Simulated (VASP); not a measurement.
# Si (Fd-3m) in VASP: further runs, part 2 of 2

VASP 6.6.1. The steps go on from the part before.

**4. Single point, r2SCAN**

This run uses another cell than the first one, of 19.78 Å³/atom, 1.019 times its volume.

The input, POSCAR:

```
Si
1.0
    2.7042052007      2.7042052007      0.0000000000
   -2.7042052007      2.7042052007      0.0000000000
    0.0000000000      2.7042052007      2.7042052007
Si
2
Direct
    0.2500000000      0.7500000000      0.5000000000
    0.0000000000      0.0000000000      0.0000000000
```

The input, INCAR.step1:

```
SYSTEM = Si
ALGO = Normal ; EDIFF = 1E-4
ENCUT = 520 ; GGA = PE
ISMEAR = 0 ; LASPH = .True.
LCHARG = .False. ; LREAL = .False.
LWAVE = .True. ; NBANDS = 11
NELM = 100 ; PREC = Accurate
SIGMA = 0.01
```

The input, INCAR.step2:

```
SYSTEM = Si
ALGO = Normal ; EDIFF = 1E-6
ENCUT = 520 ; ISIF = 2
ISMEAR = 0 ; ISTART = 1
LASPH = .True. ; LCHARG = .False.
LMIXTAU = .True. ; LREAL = .False.
LWAVE = .False. ; METAGGA = R2SCAN
NBANDS = 11 ; NELM = 100
PREC = Accurate ; SIGMA = 0.01
```

The input, KPOINTS:

```
k-points
0
Gamma
  8 8 8
  0 0 0
```

Command:

```
> cat potpaw_PBE.64/Si/POTCAR > POTCAR
> cp INCAR.step1 INCAR
> mpirun -np 1 vasp_std > vasp.out
> cp INCAR.step2 INCAR
> mpirun -np 1 vasp_std > vasp.out
```

It used 28 s of CPU time on 1 thread of Intel Xeon 6975P-C (shared host).

The run converged. Its results:

```
Free energy            : -17.5434 eV
Pressure               : 1.8 GPa
Band gap on the k mesh : 0.79 eV, indirect (least direct gap 2.76 eV)
```

Levels at points of the mesh, in eV from the valence-band top:
| k point | band 2 | band 3 | band 4 | band 5 | band 6 | band 7 |
| --- | --- | --- | --- | --- | --- | --- |
| (0.00, 0.00, 0.00) | 0.00 | 0.00 | 0.00 | 2.76 | 2.76 | 2.76 |
| (0.50, 0.00, 0.00) | -7.33 | -1.28 | -1.28 | 1.93 | 3.58 | 3.58 |
| (0.50, 0.50, 0.00) | -8.20 | -3.05 | -3.05 | 0.90 | 0.90 | 11.00 |

Caveat: the PAW data sets were made with another functional, which shifts forces and pressure a little. r2SCAN opens gaps a little over a GGA but as a rule still falls short of measured ones.

**5. Single point, r2SCAN**

This run uses another cell than the first one, of 19.78 Å³/atom, 1.019 times its volume.

POSCAR is that of step 4.

The input, INCAR.step1:

```
PREC = Accurate ; ENCUT = 520
ISMEAR = 0 ; SIGMA = 0.01
LREAL = False ; LASPH = True
NELM = 80 ; NBANDS = 11
GGA = PE ; ALGO = Normal
EDIFF = 1E-4 ; LWAVE = True
LCHARG = False
```

The input, INCAR.step2:

```
PREC = Accurate ; ENCUT = 520
EDIFF = 1E-6 ; ISMEAR = 0
SIGMA = 0.01 ; LREAL = False
LASPH = True ; NELM = 80
ALGO = Normal ; ISIF = 2
LWAVE = False ; LCHARG = True
METAGGA = R2SCAN ; LMIXTAU = True
LELF = True ; LVHAR = True
NBANDS = 11 ; ISTART = 1
```

The input, KPOINTS:

```
Automatic mesh
0
Gamma
  8 8 8
```

Potentials or basis: VASP PAW PBE potentials, release 64 (Si).

Command:

```
> cat potpaw_PBE.64/Si/POTCAR > POTCAR
> cp INCAR.step1 INCAR
> mpirun -np 1 vasp_std > vasp.out
> cp INCAR.step2 INCAR
> mpirun -np 1 vasp_std > vasp.out
```

OUTCAR:

```text
PREC = Accurate
   ENCUT = 520
   EDIFF = 1E-6
   ISMEAR = 0
   LREAL = False
   LASPH = True
   NELM = 80
   ISIF = 2
   METAGGA = R2SCAN
   ISTART = 1

 ion  position               nearest neighbor table
   1  0.250  0.750  0.500-   2 2.34   2 2.34   2 2.34   2 2.34
   2  0.000  0.000  0.000-   1 2.34   1 2.34   1 2.34   1 2.34

  LATTYP: Found a face centered cubic cell.
 ALAT       =     5.4084104014

  Lattice vectors:

 A1 = (   0.0000000000,   2.7042052007,   2.7042052007)
 A2 = (   2.7042052007,   0.0000000000,   2.7042052007)
 A3 = (   2.7042052007,   2.7042052007,   0.0000000000)

Analysis of symmetry for initial positions (statically):
=====================================================================
 Subroutine PRICEL returns:
 Original cell was already a primitive cell.

 Routine SETGRP: Setting up the symmetry group for a
 face centered cubic supercell.

 Subroutine GETGRP returns: Found 48 space group operations
 (whereof 24 operations were pure point group operations)
 out of a pool of 48 trial point group operations.

The static configuration has the point symmetry T_d .
 The point group associated with its full space group is O_h .

Analysis of symmetry for dynamics (positions and initial velocities):
=====================================================================
 Subroutine PRICEL returns:
 Original cell was already a primitive cell.

 Routine SETGRP: Setting up the symmetry group for a
 face centered cubic supercell.

 Subroutine GETGRP returns: Found 48 space group operations
 (whereof 24 operations were pure point group operations)
 out of a pool of 48 trial point group operations.

The dynamic configuration has the point symmetry T_d .
 The point group associated with its full space group is O_h .

 Subroutine INISYM returns: Found 48 space group operations
 (whereof 24 operations are pure point group operations),
 and found     1 'primitive' translations

[... 117 lines left out ...]
  Thomas-Fermi vector in A             =   2.090330
   LORBIT       =      0    0 simple, 1 ext, 2 COOP (PROOUT), +10 PAW based schemes
   METAGGA = R2SCAN    functional components
   LHFCALC =     F    Hartree Fock is set to
   AEXX    =    0.0000 exact exchange contribution
   IVDW    =     0    specifies the selected vdW correction
   LEPSILON=     F    determine dielectric tensor
   LRPA    =     F    only Hartree local field effects (RPA)
 non-spin polarized calculation
 Gauss-broadening in eV      SIGMA  =   0.01
  energy-cutoff  :      520.00
  volume of cell :       39.55
 maximum number of plane-waves:      1090
   NGX = 15   NGY = 15   NGZ = 15

 number of electron       8.0000001 magnetization

 Free energy of the ion-electron system (eV)
  ---------------------------------------------------
  ext. energy  EPLUGINS =         0.00000000
  ---------------------------------------------------
  free energy    TOTEN  =       -17.54344522 eV

  energy without entropy =      -17.54344522  energy(sigma->0) =      -17.54344522

 E-fermi :   5.9516     XC(G=0):  -9.9036

 val. band max:        5.8655175402   @ k =   0.0000   0.0000   0.0000
 cond. band min:       6.6601695021   @ k =  -0.3750   0.3750   0.0000
 fundamental gap:      0.7946519619
 Fermi energy:         5.9515860223

 k-point     1 :       0.0000    0.0000    0.0000
  band No.  band energies     occupation
      1      -6.7492      2.00000
      2       5.8655      2.00000
      3       5.8655      2.00000
      4       5.8655      2.00000
      5       8.6293      0.00000
      6       8.6293      0.00000
      7       8.6293      0.00000
      8      10.0086      0.00000
      9      13.9969      0.00000
     10      13.9969      0.00000
     11      14.6267      0.00000
[... 309 lines left out ...]
 k-point    24 :       0.5000    0.2500    0.1250
  band No.  band energies     occupation
      1      -3.6898      2.00000
      2      -1.2564      2.00000
      3       2.2407      2.00000
      4       3.5671      2.00000
      5       9.2648      0.00000
      6       9.2866      0.00000
      7      12.2461      0.00000
      8      13.5129      0.00000
      9      13.8642      0.00000
     10      17.1718      0.00000
     11      18.4440      0.00000

 [... further k-points ...]
[... 5 lines left out ...]
  --------------------------------------------------------------------------------------
  -------------------------------------------------------------------------------------
  Total        0.4355426      0.4355426      0.4355426     -0.0000000     -0.0000000      0.0000000
  in kB       17.6438079     17.6438079     17.6438079     -0.0000000     -0.0000000      0.0000000
  external PRESSURE =      17.6438079 kB  Pullay stress =       0.0000000 kB

 VOLUME and BASIS-vectors are now :
 -----------------------------------------------------------------------------
  energy-cutoff  :      520.00
  volume of cell :       39.55
      direct lattice vectors                 reciprocal lattice vectors
     2.704205201  2.704205201  0.000000000     0.184897211  0.184897211 -0.184897211
    -2.704205201  2.704205201  0.000000000    -0.184897211  0.184897211 -0.184897211
     0.000000000  2.704205201  2.704205201     0.000000000  0.000000000  0.369794422

 POSITION                                       TOTAL-FORCE (eV/Angst)
 -----------------------------------------------------------------------------------
     -1.35210      4.05631      1.35210         0.000000     -0.000000      0.000000
      0.00000      0.00000      0.00000        -0.000000      0.000000     -0.000000
 -----------------------------------------------------------------------------------
    total drift:                                0.000000     -0.000000     -0.000000

  FREE ENERGIE OF THE ION-ELECTRON SYSTEM (eV)
  ---------------------------------------------------
  free  energy   TOTEN  =       -17.5434452248 eV

  energy  without entropy=      -17.5434452248  energy(sigma->0) =      -17.54344522
```

OUTCAR.step1:

```text
PREC = Accurate
   ENCUT = 520
   ISMEAR = 0
   LREAL = False
   LASPH = True
[... 559 lines left out ...]
     -1.35210      4.05631      1.35210         0.000000     -0.000000      0.000000
      0.00000      0.00000      0.00000         0.000000      0.000000     -0.000000
 -----------------------------------------------------------------------------------
    total drift:                                0.000000     -0.000000     -0.000000

  FREE ENERGIE OF THE ION-ELECTRON SYSTEM (eV)
  ---------------------------------------------------
  free  energy   TOTEN  =       -10.8331197056 eV

  energy  without entropy=      -10.8331197056  energy(sigma->0) =      -10.83311971
```

OSZICAR.step1:

```text
N       E                     dE             d eps       ncg     rms          rms(c)
DAV:   1     0.708260418426E+01    0.70826E+01   -0.31612E+03   638   0.561E+02
DAV:   2    -0.104123875135E+02   -0.17495E+02   -0.16671E+02   832   0.841E+01
DAV:   3    -0.110166930007E+02   -0.60431E+00   -0.60290E+00   823   0.133E+01
DAV:   4    -0.110213110491E+02   -0.46180E-02   -0.46175E-02   752   0.148E+00
DAV:   5    -0.110213562414E+02   -0.45192E-04   -0.45192E-04   821   0.138E-01    0.496E+00
DAV:   6    -0.108907170677E+02    0.13064E+00   -0.75447E-02   713   0.113E+00    0.303E+00
DAV:   7    -0.108316398437E+02    0.59077E-01   -0.14358E-01   719   0.167E+00    0.196E-01
DAV:   8    -0.108328937095E+02   -0.12539E-02   -0.61635E-03   734   0.426E-01    0.820E-02
DAV:   9    -0.108330945271E+02   -0.20082E-03   -0.19077E-04   791   0.854E-02    0.605E-02
DAV:  10    -0.108331197056E+02   -0.25179E-04   -0.21048E-05   461   0.269E-02
   1 F= -.10833120E+02 E0= -.10833120E+02  d E =-.157279E-26
```

Run time: 38 s. Hardware: 1 thread of Intel Xeon 6975P-C, shared host; peak memory 0.15 GiB.

What came out:

```yaml
Free_energy: -17.5434 eV
Pressure: 1.8 GPa
Band_gap_on_the_k_mesh: 0.79 eV, indirect (least direct gap 2.76 eV)
```

Levels at points of the mesh, in eV from the valence-band top:
```csv
k point,band 2,band 3,band 4,band 5,band 6,band 7
"(0.00, 0.00, 0.00)",0.00,0.00,0.00,2.76,2.76,2.76
"(0.50, 0.00, 0.00)",-7.33,-1.28,-1.28,1.93,3.58,3.58
"(0.50, 0.50, 0.00)",-8.20,-3.05,-3.05,0.90,0.90,11.00
```

Caveat: the PAW data sets were made with another functional, which shifts forces and pressure a little. r2SCAN opens gaps a little over a GGA but as a rule still falls short of measured ones.

**6. Single point, r2SCAN**

This run uses another cell than the first one, of 20.61 Å³/atom, 1.062 times its volume.

The input, POSCAR:

```
Si
1.0
    2.7416668312      2.7416668312      0.0000000000
   -2.7416668312      2.7416668312      0.0000000000
    0.0000000000      2.7416668312      2.7416668312
Si
2
Direct
    0.2500000000      0.7500000000      0.5000000000
    0.0000000000      0.0000000000      0.0000000000
```

The input, INCAR.step1:

```
ALGO = Normal
EDIFF = 1E-4
ENCUT = 520
GGA = PE
ISMEAR = 0
LASPH = True
LCHARG = False
LREAL = False
LWAVE = True
NBANDS = 11
NELM = 60
PREC = Accurate
SIGMA = 0.01
```

The input, INCAR.step2:

```
ALGO = Normal
EDIFF = 1E-7
ENCUT = 520
ISIF = 2
ISMEAR = 0
ISTART = 1
LASPH = True
LCHARG = True
LELF = True
LMIXTAU = True
LREAL = False
LVHAR = True
LWAVE = False
METAGGA = R2SCAN
NBANDS = 11
NELM = 60
PREC = Accurate
SIGMA = 0.01
```

The input, KPOINTS:

```
k-points
0
Gamma
  8 8 8
```

Potentials or basis: VASP PAW PBE potentials, release 64 (Si).

Command:

```
> cat potpaw_PBE.64/Si/POTCAR > POTCAR
> cp INCAR.step1 INCAR
> mpirun -np 1 vasp_std > vasp.out
> cp INCAR.step2 INCAR
> mpirun -np 1 vasp_std > vasp.out
```

Wall time 71 s (1 thread of Intel Xeon 6975P-C, shared host); peak memory 0.16 GiB.

It converged, with:

* Free energy: -17.5404 eV
* Pressure: -2.2 GPa
* Band gap on the k mesh: 0.86 eV, indirect (least direct gap 2.74 eV)

Levels at points of the mesh, in eV from the valence-band top:
```
           k point  band 2  band 3  band 4  band 5  band 6  band 7
(0.00, 0.00, 0.00)    0.00    0.00    0.00    2.74    2.74    2.74
(0.50, 0.00, 0.00)   -7.13   -1.25   -1.25    1.77    3.60    3.60
(0.50, 0.50, 0.00)   -8.06   -2.93   -2.93    0.97    0.97   10.62
```

Caveat: the PAW data sets were made with another functional, which shifts forces and pressure a little. A k mesh can miss the band edges.

**7. The runs side by side**

| cell | gap on the mesh (eV) | pressure (GPa) |
| --- | --- | --- |
| a = 3.801 Å, angles 60.0, 60.0, 90.0°, 2 atoms | 0.76 | 3.8 |
| a = 3.824 Å, angles 60.0, 60.0, 90.0°, 2 atoms | 0.79 | 1.8 |
| a = 3.877 Å, angles 60.0, 60.0, 90.0°, 2 atoms | 0.86 | -2.2 |

Alike in all rows: task single point; level r2SCAN; potentials or basis VASP PAW PBE potentials, release 64 (Si); no spin polarisation; k mesh 8 × 8 × 8; cutoff (eV) 520; smearing gaussian 0.01 eV.

Caveats: the PAW data sets were made with another functional, which shifts forces and pressure a little.

Absolute energies hang on the potentials; compare differences alone.
